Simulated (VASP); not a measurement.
# MgS (P6/mmm) in VASP: relaxation of cell and atoms with PBE

Aim: the relaxation of cell and atoms of MgS with PBE.

Program: VASP 6.6.1. These are calculated values, not measurements. Logs are shortened: lines on timing, memory, paths and dates and some standing lists are left out, and cuts for length are marked.

## 1. The cell of the first run

The structure is hexagonal, space group P6/mmm (No. 191). Conventional cell: a = 6.586 Å, b = 6.586 Å, c = 4.457 Å, α = 90.00°, β = 90.00°, γ = 120.00°. Within 2.9 Å of Mg (site symmetry 6/mmm) lie 2 S at 2.23 Å. Within 2.9 Å of S (site symmetry 6/mmm) lie 2 Mg at 2.23 Å.

## 2. Relaxation of cell and atoms, PBE

The input, INCAR:

```
  PREC = Accurate
  ENCUT = 600
  EDIFF = 1E-6
  ISMEAR = 0
  SIGMA = 0.02
  LREAL = F
  LASPH = T
  NELM = 100
  ALGO = Normal
  ISIF = 3
  LWAVE = F
  LCHARG = F
  GGA = PE
  IBRION = 2
  NSW = 100
  EDIFFG = -0.01
```

The input, KPOINTS:

```
Automatic mesh
0
Gamma
  6 6 6
```

The input, POSCAR:

```
MgS
1.0
    6.5860555203      0.0000000000      0.0000000000
   -3.2930277602      5.7036913913      0.0000000000
    0.0000000000      0.0000000000      4.4568978930
Mg S
1 1
Direct
    0.0000000000      0.0000000000      0.0000000000
    0.0000000000      0.0000000000      0.5000000000
```

Potentials or basis: VASP PAW PBE potentials, release 64 (Mg, S).

The run is started by

```
cat potpaw_PBE.64/Mg/POTCAR potpaw_PBE.64/S/POTCAR > POTCAR
mpirun -np 1 vasp_std > vasp.out
```

OUTCAR:

```text
PREC = Accurate
   ENCUT = 600
   EDIFF = 1E-6
   ISMEAR = 0
   LREAL = F
   LASPH = T
   NELM = 100
   ISIF = 3
   GGA = PE
   IBRION = 2
   NSW = 100
   EDIFFG = -0.01

 ion  position               nearest neighbor table
   1  0.000  0.000  0.000-   2 2.23   2 2.23
   2  0.000  0.000  0.500-   1 2.23   1 2.23

  LATTYP: Found a hexagonal cell.
 ALAT       =     6.5860555203
 C/A-ratio  =     0.6767173279

  Lattice vectors:

 A1 = (   6.5860555203,   0.0000000000,   0.0000000000)
 A2 = (  -3.2930277602,   5.7036913913,   0.0000000000)
 A3 = (   0.0000000000,   0.0000000000,   4.4568978930)

Analysis of symmetry for initial positions (statically):
=====================================================================
 Subroutine PRICEL returns:
 Original cell was already a primitive cell.

 Routine SETGRP: Setting up the symmetry group for a
 hexagonal supercell.

 Subroutine GETGRP returns: Found 24 space group operations
 (whereof 24 operations were pure point group operations)
 out of a pool of 24 trial point group operations.

The static configuration has the point symmetry D_6h.

Analysis of symmetry for dynamics (positions and initial velocities):
=====================================================================
 Subroutine PRICEL returns:
 Original cell was already a primitive cell.

 Routine SETGRP: Setting up the symmetry group for a
 hexagonal supercell.

 Subroutine GETGRP returns: Found 24 space group operations
 (whereof 24 operations were pure point group operations)
 out of a pool of 24 trial point group operations.

The dynamic configuration has the point symmetry D_6h.

 Subroutine INISYM returns: Found 24 space group operations
 (whereof 24 operations are pure point group operations),
 and found     1 'primitive' translations

----------------------------------------------------------------------------------------

                                     Primitive cell

  volume of cell :     167.4226

  direct lattice vectors                    reciprocal lattice vectors
     6.586055520  0.000000000  0.000000000     0.151835951  0.087662527  0.000000000
    -3.293027760  5.703691391  0.000000000     0.000000000  0.175325054  0.000000000
     0.000000000  0.000000000  4.456897893     0.000000000  0.000000000  0.224371306

  length of vectors
     6.586055520  6.586055520  4.456897893     0.175325054  0.175325054  0.224371306

  position of ions in fractional coordinates (direct lattice)
     0.000000000  0.000000000  0.000000000
     0.000000000  0.000000000  0.500000000

  ion indices of the primitive-cell ions
   primitive index   ion index
                 1           1
                 2           2

----------------------------------------------------------------------------------------

 KPOINTS: Automatic mesh

Automatic generation of k-mesh.
 Grid dimensions read from file:
 generate k-points for:    6    6    6

 Generating k-lattice:

  Cartesian coordinates                     Fractional coordinates (reciprocal lattice)
     0.025305992  0.014610421  0.000000000     0.166666667 -0.000000000  0.000000000
     0.000000000  0.029220842  0.000000000     0.000000000  0.166666667  0.000000000
     0.000000000  0.000000000  0.037395218     0.000000000  0.000000000  0.166666667

  Length of vectors
     0.029220842  0.029220842  0.037395218

  Shift w.r.t. Gamma in fractional coordinates (k-lattice)
     0.000000000  0.000000000  0.000000000

 Subroutine IBZKPT returns following result:
 ===========================================

 Found     28 irreducible k-points:

 Following reciprocal coordinates:
            Coordinates               Weight
  0.000000  0.000000  0.000000      1.000000
  0.166667 -0.000000  0.000000      6.000000
  0.333333  0.000000  0.000000      6.000000
  0.500000 -0.000000  0.000000      3.000000
  0.166667  0.166667  0.000000      6.000000
  0.333333  0.166667  0.000000     12.000000
[... 16 lines left out ...]
  0.166667 -0.000000  0.500000      6.000000
  0.333333  0.000000  0.500000      6.000000
 [... further k-points ...]
   k-points           NKPTS =     28   k-points in BZ     NKDIM =     28   number of bands    NBANDS=      8
   number of dos      NEDOS =    301   number of ions     NIONS =      2
   total plane-waves  NPLWV = 104976
   dimension x,y,z NGX =    54 NGY =   54 NGZ =   36
   dimension x,y,z NGXF=   108 NGYF=  108 NGZF=   72
   ions per type =               1   1
   NGX,Y,Z   is equivalent  to a cutoff of  13.63, 13.63, 13.43 a.u.
   NGXF,Y,Z  is equivalent  to a cutoff of  27.26, 27.26, 26.86 a.u.
 SYSTEM =  unknown system
   PREC   = accura    normal or accurate (medium, high low for compatibility)
   ISTART =      0    job   : 0-new  1-cont  2-samecut
   ICHARG =      2    charge: 1-file 2-atom 10-const
   ISPIN  =      1    spin polarized calculation?
   LNONCOLLINEAR =      F non collinear calculations
   LSORBIT =      F    spin-orbit coupling
   LASPH  =      T    aspherical Exc in radial PAW
   ENCUT  =  600.0 eV  44.10 Ry    6.64 a.u.  13.15 13.15  8.90*2*pi/ulx,y,z
   NELM   =    100;   NELMIN=  2; NELMDL= -5     # of ELM steps
   EDIFF  = 0.1E-05   stopping-criterion for ELM
   LREAL  =      F    real-space projection
   EDIFFG = -.1E-01   stopping-criterion for IOM
   NSW    =    100    number of steps for IOM
   IBRION =      2    ionic relax: 0-MD 1-quasi-New 2-CG
   NFREE  =      1    steps in history (QN), initial steepest desc. (CG)
   ISIF   =      3    stress and relaxation
   ISYM   =      2    0-nonsym 1-usesym 2-fastsym
   POTIM  = 0.5000    time-step for ionic-motion
   TEBEG  =    0.0;   TEEND  =   0.0 temperature during run
   PSTRESS=    0.0 pullay stress
   NELECT =       8.0000    total number of electrons
   NUPDOWN=      -1.0000    fix difference up-down
   EMIN   =  10.00;   EMAX   =-10.00  energy-range for DOS
   EFERMI =   0.00;   METHOD = LEGACY
   ISMEAR =     0;   SIGMA  =   0.02  broadening in eV -4-tet -1-fermi 0-gaus
   EFERMI_NEDOS =   21; number of points for ismear=-14 and -15
   IALGO  =     38    algorithm
   IMIX   =      4    mixing-type and parameters
     AMIX     =   0.40;   BMIX     =  1.00
     AMIX_MAG =   1.60;   BMIX_MAG =  1.00
  volume/ion in A,a.u.               =      83.71       564.91
  Fermi-wavevector in a.u.,A,eV,Ry     =   0.594064  1.122619  4.801665  0.352912
  Thomas-Fermi vector in A             =   1.643503
   LORBIT       =      0    0 simple, 1 ext, 2 COOP (PROOUT), +10 PAW based schemes
   GGA     = PE    functional components
   LHFCALC =     F    Hartree Fock is set to
   AEXX    =    0.0000 exact exchange contribution
   IVDW    =     0    specifies the selected vdW correction
   LEPSILON=     F    determine dielectric tensor
   LRPA    =     F    only Hartree local field effects (RPA)
 conjugate gradient relaxation of ions
 non-spin polarized calculation
 Gauss-broadening in eV      SIGMA  =   0.02
  energy-cutoff  :      600.00
  volume of cell :      167.42
 maximum number of plane-waves:      5604
 NGX is ok and might be reduce to    54
   NGX = 27   NGY = 27   NGZ = 17

--------------------------------------- Ionic step        1  -------------------------------------------

 number of electron       7.9999999 magnetization

 Free energy of the ion-electron system (eV)
  ---------------------------------------------------
  ext. energy  EPLUGINS =         0.00000000
  ---------------------------------------------------
  free energy    TOTEN  =        -6.39674386 eV

  energy without entropy =       -6.39674386  energy(sigma->0) =       -6.39674386

------------------------ aborting loop because EDIFF is reached ----------------------------------------

  FORCE on cell =-STRESS in cart. coord.  units (eV):
  Direction    XX          YY          ZZ          XY          YZ          ZX
  --------------------------------------------------------------------------------------
  -------------------------------------------------------------------------------------
  Total        0.0211298      0.0211298     -0.0480460     -0.0000000      0.0000000     -0.0000000
  in kB        0.2022047      0.2022047     -0.4597836     -0.0000000      0.0000000     -0.0000000
  external PRESSURE =      -0.0184580 kB  Pullay stress =       0.0000000 kB
[... 89 lines left out ...]
  FREE ENERGIE OF THE ION-ELECTRON SYSTEM (eV)
  ---------------------------------------------------
  free  energy   TOTEN  =        -6.3967627824 eV

  energy  without entropy=       -6.3967627824  energy(sigma->0) =       -6.39676278

[... ionic steps 4 to 17 ...]

--------------------------------------- Ionic step       18  -------------------------------------------

 number of electron       7.9999999 magnetization

------------------------ aborting loop because EDIFF is reached ----------------------------------------

  FORCE on cell =-STRESS in cart. coord.  units (eV):
  Direction    XX          YY          ZZ          XY          YZ          ZX
  --------------------------------------------------------------------------------------
  -------------------------------------------------------------------------------------
  Total       -0.0010918     -0.0010918      0.0366511      0.0000000     -0.0000000      0.0000000
  in kB       -0.0091076     -0.0091076      0.3057261      0.0000000     -0.0000000      0.0000000
  external PRESSURE =       0.0958370 kB  Pullay stress =       0.0000000 kB
[... 57 lines left out ...]
  energy  without entropy=       -6.3984151892  energy(sigma->0) =       -6.39841519

--------------------------------------- Ionic step       20  -------------------------------------------

 number of electron       7.9999999 magnetization

 Free energy of the ion-electron system (eV)
  ---------------------------------------------------
  ext. energy  EPLUGINS =         0.00000000
  ---------------------------------------------------
  free energy    TOTEN  =        -6.39840273 eV

  energy without entropy =       -6.39840273  energy(sigma->0) =       -6.39840273

 E-fermi :  -3.8173     XC(G=0):  -3.5419

 val. band max:       -3.9439916108   @ k =   0.0000   0.0000   0.5000
 cond. band min:      -1.3748868315   @ k =   0.0000   0.0000   0.0000
 fundamental gap:      2.5691047793
 Fermi energy:        -3.8173152742

 k-point     1 :       0.0000    0.0000    0.0000
  band No.  band energies     occupation
      1     -14.3227      2.00000
      2      -5.5396      2.00000
      3      -4.2501      2.00000
      4      -4.2501      2.00000
      5      -1.3749      0.00000
      6       1.5818      0.00000
      7       2.8061      0.00000
      8       2.8061      0.00000
[... 243 lines left out ...]
 k-point    24 :       0.3333    0.0000    0.5000
  band No.  band energies     occupation
      1     -14.1066      2.00000
      2      -6.9031      2.00000
      3      -3.9697      2.00000
      4      -3.9502      2.00000
      5       0.4697      0.00000
      6       0.8392      0.00000
      7       1.5165      0.00000
      8       2.6000      0.00000

 [... further k-points ...]

------------------------ aborting loop because EDIFF is reached ----------------------------------------

  FORCE on cell =-STRESS in cart. coord.  units (eV):
  Direction    XX          YY          ZZ          XY          YZ          ZX
  --------------------------------------------------------------------------------------
  -------------------------------------------------------------------------------------
  Total       -0.0050062     -0.0050062      0.0070749      0.0000000     -0.0000000     -0.0000000
  in kB       -0.0419620     -0.0419620      0.0593013      0.0000000     -0.0000000     -0.0000000
  external PRESSURE =      -0.0082076 kB  Pullay stress =       0.0000000 kB
[... 17 lines left out ...]
  FREE ENERGIE OF THE ION-ELECTRON SYSTEM (eV)
  ---------------------------------------------------
  free  energy   TOTEN  =        -6.3984027265 eV

  energy  without entropy=       -6.3984027265  energy(sigma->0) =       -6.39840273

 reached required accuracy - stopping structural energy minimisation
```

Run time: 4.7 min. Hardware: 1 thread of Intel Xeon 6975P-C (Granite Rapids), shared host; peak memory 0.35 GiB.

What came out:

- Free energy: -6.3984 eV
- Relaxed cell: a = 7.038 Å, b = 7.038 Å, c = 4.456 Å, α = 90.00°, β = 90.00°, γ = 120.00°
- Space group after relaxing (to 0.05 Å): P6/mmm (No. 191)
- Energy gained by relaxing: 0.8 meV/atom
- Ionic steps: 20
- Pressure after relaxing: 0.0 GPa
- Band gap on the k mesh: 2.57 eV, indirect (least direct gap 2.88 eV)

The path:
```
step  energy change (eV)  largest force (eV/Å)  pressure (GPa)  volume (Å³)
   1              0.0000                0.0000            0.00       167.42
   2              0.0000                0.0000            0.05       167.40
   3              0.0000                0.0000            0.02       167.41
   4              0.0000                0.0000            0.02       167.63
   5             -0.0001                0.0000            0.03       168.28
   6             -0.0003                0.0000            0.03       169.59
   7             -0.0006                0.0000            0.03       172.23
   8             -0.0010                0.0000            0.05       177.56
   9             -0.0014                0.0000            0.07       188.45
  10             -0.0014                0.0000            0.07       188.59
  11             -0.0014                0.0000            0.06       189.01
  12             -0.0015                0.0000            0.05       189.84
  13             -0.0016                0.0000            0.02       191.51
  14             -0.0017                0.0000           -0.03       194.88
  15             -0.0017                0.0000           -0.01       193.12
  16             -0.0017                0.0000            0.01       192.25
  17             -0.0017                0.0000            0.01       192.18
  18             -0.0017                0.0000            0.01       192.07
  19             -0.0017                0.0000            0.01       191.76
  20             -0.0017                0.0000            0.00       191.15
```

Final structure:
```xyz
2
Lattice="7.0381 0.0000 0.0000 -3.5190 6.0952 0.0000 0.0000 0.0000 4.4558" Properties=species:S:1:pos:R:3 pbc="T T T"
Mg    0.0000    0.0000    0.0000
S    -3.5190    6.0952    2.2279
```

A k mesh can miss the band edges.
